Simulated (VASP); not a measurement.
# CuSi16 (a cell with a defect) in VASP: single point with PBE

Aim: the single point of CuSi16 (a cell with a defect) with PBE.

Program: VASP 6.6.1. These are calculated values, not measurements. Logs are shortened: lines on timing, memory, paths and dates and some standing lists are left out, and cuts for length are marked.

### Step 1. The cell of the first run

The cell holds a defect, 17 atoms: a = 7.679 Å, b = 7.679 Å, c = 7.679 Å, α = 60.00°, β = 60.00°, γ = 60.00°.

### Step 2. Single point, PBE, collinear spin

Input file INCAR:

```
PREC = Accurate ; ENCUT = 520
EDIFF = 1E-6 ; ISMEAR = 0
SIGMA = 0.05 ; LREAL = Auto
LASPH = T ; NELM = 150
ALGO = Normal ; ISIF = 2
LWAVE = F ; LCHARG = F
ISPIN = 2 ; MAGMOM = 0 0 0 0 0 0 0 0 0 0 0 0 0 0 0 0 1
LORBIT = 11 ; LMAXMIX = 4
GGA = PE ; NBANDS = 56
```

Input file KPOINTS:

```
regular mesh
0
Gamma
  2 2 2
```

Input file POSCAR:

```
CuSi16
1.0
    0.0000000000      5.4300000000      5.4300000000
    5.4300000000      0.0000000000      5.4300000000
    5.4300000000      5.4300000000      0.0000000000
Si Cu
16 1
Direct
   -0.0108789128     -0.0101699144      0.0309942683
    0.1257176603      0.1264226833      0.1313363384
    0.0065922075      0.0073594599      0.5035959023
    0.1128994007      0.1136010177      0.6596755677
    0.0074332187      0.4993745017     -0.0064062554
    0.1257167711      0.6163011035      0.1313361673
    0.0065783831      0.4822350308      0.5035976911
    0.1411327433      0.6186126137      0.6214010696
    0.4986704033      0.0081418768     -0.0064134414
    0.6155991721      0.1264208904      0.1313348621
    0.4815500591      0.0073020491      0.5036026891
    0.6178923861      0.1418278761      0.6213906047
    0.4986706333      0.4993773462     -0.0064155000
    0.6341850660      0.6348994856      0.0957884367
    0.5104883118      0.5112013045      0.4668830788
    0.6179040135      0.6186600529      0.6213875289
    0.8152002830      0.8158080220      0.5529910919
```

Potentials or basis: VASP PAW PBE potentials, release 64 (Si, Cu).

Command:

```sh
> cat potpaw_PBE.64/Si/POTCAR potpaw_PBE.64/Cu/POTCAR > POTCAR
> mpirun -np 1 vasp_std > vasp.out
```

OUTCAR:

```text
PREC = Accurate
   ENCUT = 520
   EDIFF = 1E-6
   ISMEAR = 0
   LREAL = Auto
   LASPH = T
   NELM = 150
   ISIF = 2
   ISPIN = 2
   LORBIT = 11
   GGA = PE

 ion  position               nearest neighbor table
   1  0.989  0.990  0.031-   4 2.33  10 2.35   6 2.35   2 2.35
   2  0.126  0.126  0.131-   3 2.34   5 2.34   9 2.34   1 2.35
   3  0.007  0.007  0.504-   4 2.32   2 2.34  17 2.35  12 2.44   8 2.44
   4  0.113  0.114  0.660-   3 2.32   7 2.32  11 2.32   1 2.33
   5  0.007  0.499  0.994-   8 2.33   2 2.34   6 2.34  14 2.34
   6  0.126  0.616  0.131-   7 2.34   5 2.34  13 2.34   1 2.35
   7  0.007  0.482  0.504-   4 2.32   6 2.34  17 2.35  16 2.44   8 2.44
   8  0.141  0.619  0.621-  15 2.33   5 2.33  17 2.36   7 2.44   3 2.44
   9  0.499  0.008  0.994-  12 2.33   2 2.34  10 2.34  14 2.34
  10  0.616  0.126  0.131-  11 2.34   9 2.34  13 2.34   1 2.35
  11  0.482  0.007  0.504-   4 2.32  10 2.34  17 2.35  16 2.44  12 2.44
  12  0.618  0.142  0.621-  15 2.33   9 2.33  17 2.36  11 2.44   3 2.44
  13  0.499  0.499  0.994-  16 2.33   6 2.34  10 2.34  14 2.34
  14  0.634  0.635  0.096-  15 2.33  13 2.34   9 2.34   5 2.34
  15  0.510  0.511  0.467-   8 2.33  12 2.33  16 2.33  14 2.33
  16  0.618  0.619  0.621-  15 2.33  13 2.33  17 2.36  11 2.44   7 2.44
  17  0.815  0.816  0.553-   3 2.35   7 2.35  11 2.35   8 2.36  12 2.36  16 2.36

  LATTYP: Found a face centered cubic cell.
 ALAT       =    10.8600000000

  Lattice vectors:

 A1 = (   0.0000000000,   5.4300000000,   5.4300000000)
 A2 = (   5.4300000000,   0.0000000000,   5.4300000000)
 A3 = (   5.4300000000,   5.4300000000,   0.0000000000)

Analysis of symmetry for initial positions (statically):
=====================================================================
 Subroutine PRICEL returns:
 Original cell was already a primitive cell.

 Routine SETGRP: Setting up the symmetry group for a
 face centered cubic supercell.

 Subroutine GETGRP returns: Found  1 space group operations
 (whereof  1 operations were pure point group operations)
 out of a pool of 48 trial point group operations.

The static configuration has the point symmetry C_1 .

Analysis of symmetry for dynamics (positions and initial velocities):
=====================================================================
 Subroutine PRICEL returns:
 Original cell was already a primitive cell.

 Routine SETGRP: Setting up the symmetry group for a
 face centered cubic supercell.

 Subroutine GETGRP returns: Found  1 space group operations
 (whereof  1 operations were pure point group operations)
 out of a pool of 48 trial point group operations.

The dynamic configuration has the point symmetry C_1 .

Analysis of structural, dynamic, and magnetic symmetry:
=====================================================================
 Subroutine PRICEL returns:
 Original cell was already a primitive cell.

 Routine SETGRP: Setting up the symmetry group for a
 face centered cubic supercell.

 Subroutine GETGRP returns: Found  1 space group operations
 (whereof  1 operations were pure point group operations)
 out of a pool of 48 trial point group operations.

The overall configuration has the point symmetry C_1 .

 Subroutine INISYM returns: Found  1 space group operations
 (whereof  1 operations are pure point group operations),
 and found     1 'primitive' translations

----------------------------------------------------------------------------------------

                                     Primitive cell

  volume of cell :     320.2060

  direct lattice vectors                    reciprocal lattice vectors
     0.000000000  5.430000000  5.430000000    -0.092081031  0.092081031  0.092081031
     5.430000000  0.000000000  5.430000000     0.092081031 -0.092081031  0.092081031
     5.430000000  5.430000000  0.000000000     0.092081031  0.092081031 -0.092081031

  length of vectors
     7.679179644  7.679179644  7.679179644     0.159489025  0.159489025  0.159489025

  position of ions in fractional coordinates (direct lattice)
     0.989121087  0.989830086  0.030994268
     0.125717660  0.126422683  0.131336338
     0.006592207  0.007359460  0.503595902
     0.112899401  0.113601018  0.659675568
     0.007433219  0.499374502  0.993593745
[... 75 lines left out ...]
   NGX,Y,Z   is equivalent  to a cutoff of  12.99, 12.99, 12.99 a.u.
   NGXF,Y,Z  is equivalent  to a cutoff of  25.98, 25.98, 25.98 a.u.
 SYSTEM =  unknown system
   PREC   = accura    normal or accurate (medium, high low for compatibility)
   ISTART =      0    job   : 0-new  1-cont  2-samecut
   ICHARG =      2    charge: 1-file 2-atom 10-const
   ISPIN  =      2    spin polarized calculation?
   LNONCOLLINEAR =      F non collinear calculations
   LSORBIT =      F    spin-orbit coupling
   LASPH  =      T    aspherical Exc in radial PAW
   ENCUT  =  520.0 eV  38.22 Ry    6.18 a.u.  14.28 14.28 14.28*2*pi/ulx,y,z
   NELM   =    150;   NELMIN=  2; NELMDL= -5     # of ELM steps
   EDIFF  = 0.1E-05   stopping-criterion for ELM
   LREAL  =      T    real-space projection
   EDIFFG = 0.1E-04   stopping-criterion for IOM
   NSW    =      0    number of steps for IOM
   IBRION =     -1    ionic relax: 0-MD 1-quasi-New 2-CG
   NFREE  =      0    steps in history (QN), initial steepest desc. (CG)
   ISIF   =      2    stress and relaxation
   ISYM   =      2    0-nonsym 1-usesym 2-fastsym
   POTIM  = 0.5000    time-step for ionic-motion
   TEBEG  =    0.0;   TEEND  =   0.0 temperature during run
   PSTRESS=    0.0 pullay stress
   NELECT =      75.0000    total number of electrons
   NUPDOWN=      -1.0000    fix difference up-down
   EMIN   =  10.00;   EMAX   =-10.00  energy-range for DOS
   EFERMI =   0.00;   METHOD = LEGACY
   ISMEAR =     0;   SIGMA  =   0.05  broadening in eV -4-tet -1-fermi 0-gaus
   EFERMI_NEDOS =   21; number of points for ismear=-14 and -15
   IALGO  =     38    algorithm
   IMIX   =      4    mixing-type and parameters
     AMIX     =   0.40;   BMIX     =  1.00
     AMIX_MAG =   1.60;   BMIX_MAG =  1.00
  volume/ion in A,a.u.               =      18.84       127.11
  Fermi-wavevector in a.u.,A,eV,Ry     =   1.009142  1.907001 13.855720  1.018367
  Thomas-Fermi vector in A             =   2.142052
   LORBIT       =     11    0 simple, 1 ext, 2 COOP (PROOUT), +10 PAW based schemes
   GGA     = PE    functional components
   LHFCALC =     F    Hartree Fock is set to
   AEXX    =    0.0000 exact exchange contribution
   IVDW    =     0    specifies the selected vdW correction
   LEPSILON=     F    determine dielectric tensor
   LRPA    =     F    only Hartree local field effects (RPA)
 spin polarized calculation
 Gauss-broadening in eV      SIGMA  =   0.05
  energy-cutoff  :      520.00
  volume of cell :      320.21
 maximum number of plane-waves:      8646
 NGX is ok and might be reduce to    60
   NGX = 29   NGY = 29   NGZ = 29

 number of electron      75.0000002 magnetization       0.0052701

 number of electron      75.0000002 magnetization      -0.0001235

 Free energy of the ion-electron system (eV)
  ---------------------------------------------------
  ext. energy  EPLUGINS =         0.00000000
  ---------------------------------------------------
  free energy    TOTEN  =       -87.48315841 eV

  energy without entropy =      -87.47438097  energy(sigma->0) =      -87.47876969

 E-fermi :   6.9217     XC(G=0):  -9.6836

 val. band max:        6.8947454584   @ k =   0.0000   0.0000   0.0000
 cond. band min:       6.9266728321   @ k =   0.0000   0.0000   0.5000
 fundamental gap:      0.0319273737
 Fermi energy:         6.9217172688

 spin component 1

 k-point     1 :       0.0000    0.0000    0.0000
  band No.  band energies     occupation
      1      -5.9366      1.00000
      2      -3.5990      1.00000
      3      -3.5210      1.00000
      4      -3.5210      1.00000
      5      -3.5170      1.00000
      6      -1.9887      1.00000
[... 405 lines left out ...]
     48      10.3956      0.00000
     49      10.4015      0.00000
 Fermi energy:         6.9217172688

 spin component 2

 k-point     1 :       0.0000    0.0000    0.0000
  band No.  band energies     occupation
      1      -5.9366      1.00000
      2      -3.5990      1.00000
      3      -3.5211      1.00000
      4      -3.5210      1.00000
      5      -3.5170      1.00000
      6      -1.9887      1.00000
[... 405 lines left out ...]
     48      10.3956      0.00000
     49      10.4015      0.00000
 [bands above 49 left out]

------------------------ aborting loop because EDIFF is reached ----------------------------------------

  FORCE on cell =-STRESS in cart. coord.  units (eV):
  Direction    XX          YY          ZZ          XY          YZ          ZX
  --------------------------------------------------------------------------------------
  -------------------------------------------------------------------------------------
  Total        8.7229490      8.7212035      8.7259270      0.3978897     -0.3975848     -0.4012311
  in kB       43.6459984     43.6372648     43.6608989      1.9908741     -1.9893486     -2.0075932
  external PRESSURE =      43.6480540 kB  Pullay stress =       0.0000000 kB

 VOLUME and BASIS-vectors are now :
 -----------------------------------------------------------------------------
  energy-cutoff  :      520.00
  volume of cell :      320.21
      direct lattice vectors                 reciprocal lattice vectors
     0.000000000  5.430000000  5.430000000    -0.092081031  0.092081031  0.092081031
     5.430000000  0.000000000  5.430000000     0.092081031 -0.092081031  0.092081031
     5.430000000  5.430000000  0.000000000     0.092081031  0.092081031 -0.092081031

 POSITION                                       TOTAL-FORCE (eV/Angst)
 -----------------------------------------------------------------------------------
      5.54308      5.53923     10.74570        -0.007252     -0.006555      0.007241
      1.39963      1.39580      1.36912        -0.000482     -0.001400      0.000023
      2.77449      2.77032      0.07576        -0.000404      0.001768      0.011670
      4.19889      4.19508      1.22990         0.009143      0.009194     -0.009756
      8.10682      5.43558      2.75197         0.000931      0.000148     -0.001180
      4.05967      1.39580      4.02916        -0.000067     -0.001857      0.000573
[... 9 lines left out ...]
      6.73346      6.72935      6.71454         0.001752      0.003105     -0.012697
      7.43258      7.42928      8.85638        -0.001904     -0.005499      0.000716
 -----------------------------------------------------------------------------------
    total drift:                                0.002376      0.002712     -0.002355

  FREE ENERGIE OF THE ION-ELECTRON SYSTEM (eV)
  ---------------------------------------------------
  free  energy   TOTEN  =       -87.4831584125 eV

  energy  without entropy=      -87.4743809678  energy(sigma->0) =      -87.47876969

 total charge

# of ion       s       p       d       tot
------------------------------------------
    1        0.740   0.956   0.000   1.697
    2        0.743   0.956   0.000   1.699
    3        0.737   0.951   0.000   1.688
    4        0.753   0.945   0.000   1.698
    5        0.742   0.957   0.000   1.699
    6        0.743   0.956   0.000   1.699
[... 9 lines left out ...]
   16        0.737   0.950   0.000   1.687
   17        0.508   0.466   9.212  10.186
--------------------------------------------------
tot         12.369  15.716   9.212  37.297

 magnetization (x)

# of ion       s       p       d       tot
------------------------------------------
    1        0.000   0.000   0.000   0.000
    2       -0.000  -0.000   0.000  -0.000
    3       -0.000   0.000   0.000  -0.000
    4       -0.000  -0.000   0.000  -0.000
    5       -0.000  -0.000   0.000  -0.000
    6       -0.000  -0.000   0.000  -0.000
[... 9 lines left out ...]
   16       -0.000   0.000   0.000   0.000
   17       -0.000  -0.000  -0.000  -0.000
--------------------------------------------------
tot         -0.000  -0.000  -0.000  -0.000
```

Run time: 10 min. Hardware: 1 thread of Intel Xeon Platinum 8375C at 2.90GHz (Ice Lake), shared host; peak memory 0.72 GiB.

Results:

| Item | Value |
| --- | --- |
| Free energy | -87.4832 eV |
| Pressure | 4.4 GPa |
| Largest force | 0.020 eV/Å |
| Net moment | 0.00 μB per cell |
| Valence electrons inside the program's atomic spheres | Si 1.70, 1.69 (each value once); Cu 10.19 |

Forces on the atoms (eV/Å):
```
Si  -0.007 -0.007  0.007
Si   0.000 -0.001  0.000
Si   0.000  0.002  0.012
Si   0.009  0.009 -0.010
Si   0.001  0.000 -0.001
Si   0.000 -0.002  0.001
Si  -0.012  0.002  0.001
Si   0.002  0.011 -0.001
Si   0.001  0.001 -0.001
Si  -0.001 -0.001  0.001
Si   0.001 -0.014  0.000
Si   0.013  0.003 -0.001
Si   0.001  0.002 -0.001
Si   0.006  0.006 -0.005
Si  -0.012 -0.010  0.013
Si   0.002  0.003 -0.013
Cu  -0.002 -0.005  0.001
```

Levels at points of the mesh, in eV from the Fermi level:
Spin up:
```csv
k point,band 33,band 34,band 35,band 36,band 37,band 38,band 39,band 40,band 41,band 42
"(0.00, 0.00, 0.00)",-1.69,-1.69,-1.02,-0.67,-0.55,-0.50,-0.50,-0.03,-0.03,0.18
"(0.50, 0.00, 0.00)",-2.54,-1.60,-1.55,-1.45,-1.26,0.13,0.47,0.53,0.72,0.81
"(0.00, 0.50, 0.00)",-2.54,-1.60,-1.55,-1.45,-1.26,0.13,0.47,0.53,0.72,0.81
"(0.00, 0.00, 0.50)",-2.75,-1.47,-1.47,-1.04,-1.04,0.00,0.44,0.91,0.91,0.95
"(0.50, 0.50, 0.50)",-2.54,-1.60,-1.55,-1.45,-1.26,0.13,0.47,0.53,0.72,0.81
"(0.50, 0.50, 0.00)",-2.34,-2.21,-2.03,-2.01,-1.69,0.16,0.25,1.34,1.51,1.63
"(0.00, 0.50, 0.50)",-2.34,-2.21,-2.03,-2.01,-1.69,0.16,0.25,1.34,1.51,1.63
"(0.50, 0.00, 0.50)",-2.34,-2.21,-2.03,-2.01,-1.69,0.16,0.25,1.34,1.51,1.63
```
Spin down:
```
           k point  band 35  band 36  band 37  band 38  band 39  band 40
(0.00, 0.00, 0.00)    -1.02    -0.67    -0.55    -0.50    -0.50    -0.03
(0.50, 0.00, 0.00)    -1.55    -1.45    -1.26     0.13     0.47     0.53
(0.00, 0.50, 0.00)    -1.55    -1.45    -1.26     0.13     0.47     0.53
(0.00, 0.00, 0.50)    -1.47    -1.04    -1.04     0.00     0.44     0.91
(0.50, 0.50, 0.50)    -1.55    -1.45    -1.26     0.13     0.47     0.53
(0.50, 0.50, 0.00)    -2.03    -2.01    -1.69     0.16     0.25     1.34
(0.00, 0.50, 0.50)    -2.03    -2.01    -1.69     0.16     0.25     1.34
(0.50, 0.00, 0.50)    -2.03    -2.01    -1.69     0.16     0.25     1.34
```

Caveat: the k points lie up to 0.50 Å⁻¹ apart.
